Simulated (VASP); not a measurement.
# Mo (Im-3m) in VASP: further runs

Aim: see how the results for Mo move with the level of theory and the settings. Levels: RPBE+D4, BLYP, r2SCAN+D3(BJ). Tasks: single point.

Everything below comes from runs of VASP 6.6.1. Logs are shortened: lines on timing, memory, paths and dates and some standing lists are left out, and cuts for length are marked.

## (1) The cell of the first run

The structure is cubic, space group Im-3m (No. 229). Conventional cell: a = 3.209 Å, b = 3.209 Å, c = 3.209 Å, α = 90.00°, β = 90.00°, γ = 90.00°. Within 3.7 Å of Mo (site symmetry m-3m) lie 14 Mo at 2.78 to 3.21 Å.

## (2) Single point, RPBE+D4

INCAR reads:

```
SYSTEM = Mo
ALGO = Fast
EDIFF = 1E-6
ENCUT = 520
GGA = RP
ISIF = 2
ISMEAR = -1
IVDW = 13
LASPH = .True.
LCHARG = .True.
LELF = .True.
LREAL = .False.
LVHAR = .True.
LWAVE = .False.
NBANDS = 13
NELM = 60
PREC = Accurate
SIGMA = 0.05
```

KPOINTS reads:

```
k-points
0
Gamma
  12 12 12
  0 0 0
```

POSCAR reads:

```
Mo
1.0
   -1.6046509537      1.6046509537      1.6046509537
    1.6046509537     -1.6046509537      1.6046509537
    1.6046509537      1.6046509537     -1.6046509537
Mo
1
Direct
    0.0000000000      0.0000000000      0.0000000000
```

Potentials or basis: VASP PAW PBE potentials, release 64 (Mo_sv).

On the command line:

```
> cat potpaw_PBE.64/Mo_sv/POTCAR > POTCAR
> mpirun -np 1 vasp_std > vasp.out
```

OUTCAR:

```text
SYSTEM = Mo
   EDIFF = 1E-6
   ENCUT = 520
   GGA = RP
   ISIF = 2
   ISMEAR = -1
   IVDW = 13
   LASPH = .True.
   LREAL = .False.
   NELM = 60
   PREC = Accurate

 ion  position               nearest neighbor table
   1  0.000  0.000  0.000-

  LATTYP: Found a body centered cubic cell.
 ALAT       =     3.2093019074

  Lattice vectors:

 A1 = (  -1.6046509537,   1.6046509537,   1.6046509537)
 A2 = (   1.6046509537,  -1.6046509537,   1.6046509537)
 A3 = (   1.6046509537,   1.6046509537,  -1.6046509537)

Analysis of symmetry for initial positions (statically):
=====================================================================
 Subroutine PRICEL returns:
 Original cell was already a primitive cell.

 Routine SETGRP: Setting up the symmetry group for a
 body centered cubic supercell.

 Subroutine GETGRP returns: Found 48 space group operations
 (whereof 48 operations were pure point group operations)
 out of a pool of 48 trial point group operations.

The static configuration has the point symmetry O_h .

Analysis of symmetry for dynamics (positions and initial velocities):
=====================================================================
 Subroutine PRICEL returns:
 Original cell was already a primitive cell.

 Routine SETGRP: Setting up the symmetry group for a
 body centered cubic supercell.

 Subroutine GETGRP returns: Found 48 space group operations
 (whereof 48 operations were pure point group operations)
 out of a pool of 48 trial point group operations.

The dynamic configuration has the point symmetry O_h .

 Subroutine INISYM returns: Found 48 space group operations
 (whereof 48 operations are pure point group operations),
 and found     1 'primitive' translations

----------------------------------------------------------------------------------------

                                     Primitive cell

  volume of cell :      16.5273

  direct lattice vectors                    reciprocal lattice vectors
    -1.604650954  1.604650954  1.604650954     0.000000000  0.311594244  0.311594244
     1.604650954 -1.604650954  1.604650954     0.311594244  0.000000000  0.311594244
     1.604650954  1.604650954 -1.604650954     0.311594244  0.311594244  0.000000000

  length of vectors
     2.779336980  2.779336980  2.779336980     0.440660805  0.440660805  0.440660805

  position of ions in fractional coordinates (direct lattice)
     0.000000000  0.000000000  0.000000000

  ion indices of the primitive-cell ions
   primitive index   ion index
                 1           1

----------------------------------------------------------------------------------------

 KPOINTS: k-points

Automatic generation of k-mesh.
 Grid dimensions read from file:
 generate k-points for:   12   12   12

 Generating k-lattice:

  Cartesian coordinates                     Fractional coordinates (reciprocal lattice)
     0.000000000  0.025966187  0.025966187     0.083333333  0.000000000  0.000000000
     0.025966187  0.000000000  0.025966187     0.000000000  0.083333333  0.000000000
     0.025966187  0.025966187  0.000000000     0.000000000  0.000000000  0.083333333

  Length of vectors
     0.036721734  0.036721734  0.036721734

  Shift w.r.t. Gamma in fractional coordinates (k-lattice)
     0.000000000  0.000000000  0.000000000

 Subroutine IBZKPT returns following result:
 ===========================================

 Found     72 irreducible k-points:

 Following reciprocal coordinates:
            Coordinates               Weight
  0.000000  0.000000  0.000000      1.000000
  0.083333  0.000000  0.000000     12.000000
  0.166667  0.000000  0.000000     12.000000
  0.250000  0.000000  0.000000     12.000000
  0.333333  0.000000  0.000000     12.000000
  0.416667  0.000000  0.000000     12.000000
[... 16 lines left out ...]
  0.333333  0.083333  0.083333     24.000000
  0.416667  0.083333  0.083333     12.000000
 [... further k-points ...]
   k-points           NKPTS =     72   k-points in BZ     NKDIM =     72   number of bands    NBANDS=     13
   number of dos      NEDOS =    301   number of ions     NIONS =      1
   total plane-waves  NPLWV =  13824
   dimension x,y,z NGX =    24 NGY =   24 NGZ =   24
   dimension x,y,z NGXF=    48 NGYF=   48 NGZF=   48
   ions per type =               1
   NGX,Y,Z   is equivalent  to a cutoff of  14.36, 14.36, 14.36 a.u.
   NGXF,Y,Z  is equivalent  to a cutoff of  28.71, 28.71, 28.71 a.u.
 SYSTEM =  Mo
   PREC   = accura    normal or accurate (medium, high low for compatibility)
   ISTART =      0    job   : 0-new  1-cont  2-samecut
   ICHARG =      2    charge: 1-file 2-atom 10-const
   ISPIN  =      1    spin polarized calculation?
   LNONCOLLINEAR =      F non collinear calculations
   LSORBIT =      F    spin-orbit coupling
   LASPH  =      T    aspherical Exc in radial PAW
   ENCUT  =  520.0 eV  38.22 Ry    6.18 a.u.   5.17  5.17  5.17*2*pi/ulx,y,z
   NELM   =     60;   NELMIN=  2; NELMDL= -5     # of ELM steps
   EDIFF  = 0.1E-05   stopping-criterion for ELM
   LREAL  =      F    real-space projection
   EDIFFG = 0.1E-04   stopping-criterion for IOM
   NSW    =      0    number of steps for IOM
   IBRION =     -1    ionic relax: 0-MD 1-quasi-New 2-CG
   NFREE  =      0    steps in history (QN), initial steepest desc. (CG)
   ISIF   =      2    stress and relaxation
   ISYM   =      2    0-nonsym 1-usesym 2-fastsym
   POTIM  = 0.5000    time-step for ionic-motion
   TEBEG  =    0.0;   TEEND  =   0.0 temperature during run
   PSTRESS=    0.0 pullay stress
   NELECT =      14.0000    total number of electrons
   NUPDOWN=      -1.0000    fix difference up-down
   EMIN   =  10.00;   EMAX   =-10.00  energy-range for DOS
   EFERMI =   0.00;   METHOD = LEGACY
   ISMEAR =    -1;   SIGMA  =   0.05  broadening in eV -4-tet -1-fermi 0-gaus
   EFERMI_NEDOS =   21; number of points for ismear=-14 and -15
   IALGO  =     68    algorithm
   IMIX   =      4    mixing-type and parameters
     AMIX     =   0.40;   BMIX     =  1.00
     AMIX_MAG =   1.60;   BMIX_MAG =  1.00
  volume/ion in A,a.u.               =      16.53       111.53
  Fermi-wavevector in a.u.,A,eV,Ry     =   1.548996  2.927178 32.645660  2.399388
  Thomas-Fermi vector in A             =   2.653866
   LORBIT       =      0    0 simple, 1 ext, 2 COOP (PROOUT), +10 PAW based schemes
   GGA     = RP    functional components
   LHFCALC =     F    Hartree Fock is set to
   AEXX    =    0.0000 exact exchange contribution
   IVDW    =    13    specifies the selected vdW correction
   LEPSILON=     F    determine dielectric tensor
   LRPA    =     F    only Hartree local field effects (RPA)
 non-spin polarized calculation
 RMM-DIIS sequential band-by-band and
  energy-cutoff  :      520.00
  volume of cell :       16.53
 maximum number of plane-waves:       466
 NGX is ok and might be reduce to    24
   NGX = 11   NGY = 11   NGZ = 11

 number of electron      13.9999999 magnetization

 Free energy of the ion-electron system (eV)
  ---------------------------------------------------
  ext. energy  EPLUGINS =         0.00000000
  ---------------------------------------------------
  free energy    TOTEN  =       -10.36542526 eV

  energy without entropy =      -10.36268919  energy(sigma->0) =      -10.36405723

 E-fermi :  11.7570     XC(G=0): -13.0096

 val. band max:       11.7412817005   @ k =  -0.1667   0.2500   0.0833
 cond. band min:      11.7958996323   @ k =  -0.3333   0.3333   0.2500
 fundamental gap:      0.0546179318
 Fermi energy:        11.7569884362

 k-point     1 :       0.0000    0.0000    0.0000
  band No.  band energies     occupation
      1     -49.5035      2.00000
      2     -22.8880      2.00000
      3     -22.8880      2.00000
      4     -22.8880      2.00000
      5       4.7632      2.00000
      6      10.5304      2.00000
      7      10.5304      2.00000
      8      10.5304      2.00000
      9      13.3610      0.00000
     10      13.3610      0.00000
     11      26.5214      0.00000
     12      26.5214      0.00000
     13      26.5214      0.00000

 k-point     2 :       0.0833    0.0000    0.0000
  band No.  band energies     occupation
      1     -49.4897      2.00000
      2     -22.9711      2.00000
      3     -22.9140      2.00000
      4     -22.8884      2.00000
      5       5.0490      2.00000
      6      10.3745      2.00000
      7      10.5014      2.00000
      8      10.7964      2.00000
      9      13.1475      0.00000
     10      13.3669      0.00000
     11      26.7156      0.00000
     12      27.0016      0.00000
     13      27.0174      0.00000

 k-point     3 :       0.1667    0.0000    0.0000
  band No.  band energies     occupation
      1     -49.4516      2.00000
      2     -23.1943      2.00000
      3     -22.9844      2.00000
      4     -22.8898      2.00000
      5       5.8129      2.00000
      6       9.9767      2.00000
      7      10.3630      2.00000
      8      11.5692      1.95428
      9      12.8396      0.00000
     10      13.4045      0.00000
     11      26.9515      0.00000
     12      27.8319      0.00000
     13      28.3579      0.00000
[... 305 lines left out ...]
 k-point    23 :       0.3333    0.0833    0.0833
  band No.  band energies     occupation
      1     -49.3017      2.00000
      2     -23.9295      2.00000
      3     -23.2808      2.00000
      4     -22.9712      2.00000
      5       7.4351      2.00000
      6       8.7123      2.00000
      7      11.3547      1.99936
      8      13.4472      0.00000
      9      13.8988      0.00000
     10      17.0182      0.00000
     11      23.1039      0.00000
     12      24.4552      0.00000
     13      27.6178      0.00000

 k-point    24 :       0.4167    0.0833    0.0833
  band No.  band energies     occupation
      1     -49.2889      2.00000
      2     -23.9803      2.00000
      3     -23.3183      2.00000
      4     -22.9735      2.00000
      5       7.3349      2.00000
      6       8.6297      2.00000
      7      12.0009      0.01512
      8      13.5109      0.00000
      9      13.9705      0.00000
     10      17.6964      0.00000
     11      22.1256      0.00000
     12      24.0786      0.00000
     13      27.1041      0.00000

 [... further k-points ...]

------------------------ aborting loop because EDIFF is reached ----------------------------------------

  DFT-D4 for vdW energy calculation

  Edisp (eV):   -1.06054

  FORCE on cell =-STRESS in cart. coord.  units (eV):
  Direction    XX          YY          ZZ          XY          YZ          ZX
  --------------------------------------------------------------------------------------
  -------------------------------------------------------------------------------------
  Total      -1.75604    -1.75604    -1.75604    -0.00000     0.00000     0.00000
  in kB    -170.23269  -170.23269  -170.23269    -0.00000     0.00000     0.00000
  external pressure =     -170.23 kB  Pullay stress =        0.00 kB

 VOLUME and BASIS-vectors are now :
 -----------------------------------------------------------------------------
  energy-cutoff  :      520.00
  volume of cell :       16.53
      direct lattice vectors                 reciprocal lattice vectors
    -1.604650954  1.604650954  1.604650954     0.000000000  0.311594244  0.311594244
     1.604650954 -1.604650954  1.604650954     0.311594244  0.000000000  0.311594244
     1.604650954  1.604650954 -1.604650954     0.311594244  0.311594244  0.000000000

 POSITION                                       TOTAL-FORCE (eV/Angst)
 -----------------------------------------------------------------------------------
      0.00000      0.00000      0.00000        -0.000000     -0.000000      0.000000
 -----------------------------------------------------------------------------------
    total drift:                                0.000000      0.000000     -0.000000

  FREE ENERGIE OF THE ION-ELECTRON SYSTEM (eV)
  ---------------------------------------------------
  free  energy   TOTEN  =       -11.4259618441 eV

  energy  without entropy=      -11.4232257749  energy(sigma->0) =      -11.42459381
```

Wall time 8.8 s (1 thread of Intel Xeon Platinum 8375C at 2.90GHz (Ice Lake), shared host); peak memory 0.14 GiB.

Results:

```yaml
Free_energy: -11.4260 eV
Pressure: -17.0 GPa
Band_gap_on_the_k_mesh: zero (band 7 reaches 15.45 eV, above the bottom of band 8 at 10.53 eV)
Dispersion_energy_per_atom: -1.061 eV
```

Caveat: the PAW data sets were made with another functional, which shifts forces and pressure a little; pairwise dispersion overbinds metals, which lowers pressure and volume.

## (3) Single point, RPBE+D4

This run uses another cell than the first one, of 16.85 Å³/atom, 1.019 times its volume.

INCAR reads:

```
PREC = Accurate ; ENCUT = 520
EDIFF = 1E-7 ; ISMEAR = -1
SIGMA = 0.05 ; LREAL = F
LASPH = T ; NELM = 100
ALGO = Normal ; ISIF = 2
LWAVE = F ; LCHARG = F
GGA = RP ; IVDW = 13
NBANDS = 13
```

KPOINTS reads:

```
Automatic mesh
0
Gamma
  12 12 12
```

POSCAR reads:

```
Mo
1.0
   -1.6148719360      1.6148719360      1.6148719360
    1.6148719360     -1.6148719360      1.6148719360
    1.6148719360      1.6148719360     -1.6148719360
Mo
1
Direct
    0.0000000000      0.0000000000      0.0000000000
```

Potentials or basis: VASP PAW PBE potentials, release 64 (Mo_sv).

On the command line:

```
> cat potpaw_PBE.64/Mo_sv/POTCAR > POTCAR
> mpirun -np 1 vasp_std > vasp.out
```

It took 6.9 s on 1 thread of Intel Xeon Platinum 8375C at 2.90GHz (Ice Lake), shared host; peak memory 0.14 GiB.

Results (log left out):

| Quantity | Value |
| --- | --- |
| Free energy | -11.3887 eV |
| Pressure | -20.6 GPa |
| Band gap on the k mesh | zero (band 7 reaches 15.06 eV, above the bottom of band 8 at 10.27 eV) |
| Dispersion energy per atom | -1.042 eV |

Levels at points of the mesh, in eV from the Fermi level:
| k point | band 3 | band 4 | band 5 | band 6 | band 7 | band 8 | band 9 | band 10 | band 11 | band 12 |
| --- | --- | --- | --- | --- | --- | --- | --- | --- | --- | --- |
| (0.00, 0.00, 0.00) | -34.69 | -34.69 | -6.93 | -1.20 | -1.20 | -1.20 | 1.57 | 1.57 | 14.72 | 14.72 |
| (0.50, 0.00, 0.00) | -35.04 | -34.69 | -4.85 | -3.03 | 1.40 | 1.55 | 2.12 | 4.26 | 10.59 | 11.82 |
| (0.50, 0.50, 0.50) | -35.45 | -35.45 | -4.85 | -4.85 | 3.59 | 3.59 | 3.59 | 8.55 | 8.55 | 8.55 |

Caveat: the PAW data sets were made with another functional, which shifts forces and pressure a little; pairwise dispersion overbinds metals, which lowers pressure and volume.

(Continued in part 2 of 2.)
